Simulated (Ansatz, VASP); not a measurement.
# Two plane-wave programs on AlRu

```xyz
2
Lattice="2.9916 0.0000 0.0000 0.0000 2.9916 0.0000 0.0000 0.0000 2.9916" Properties=species:S:1:pos:R:3 pbc="T T T"
Ru    1.4958    1.4958    1.4958
Al    0.0000    0.0000    0.0000
```

Alike in both runs: task single point; functional r2SCAN50; k mesh 5 × 5 × 5; occupations fermi-dirac, width 0.05 eV; no spin polarisation.

|  | VASP | Ansatz |
| --- | --- | --- |
| version | VASP 6.6.1 | Ansatz 0.2.0 |
| potentials or method | VASP PAW PBE potentials, release 64 (Ru_pv, Al) | Ansatz PAW |
| plane-wave cutoff (eV) | 520 | 500 |
| valence electrons in the cell | 17 | 19 |

```csv
,VASP,Ansatz,Ansatz less VASP
gap on the k mesh at the Fermi level (eV),none,none,-
pressure (GPa),-12.0,-10.7,+1.35
```

VASP's potentials were made for PBE, not for r2SCAN50. A gap of «none» marks a metal or a gap that the smearing closes. With one functional, cell and mesh, what is left measures potentials, basis and numerics. VASP's potentials hold 17 valence electrons a cell and Ansatz's 19, so a difference there can come from the potentials and not from the codes.

The k mesh is coarse, so the values compare programs but aren't converged.
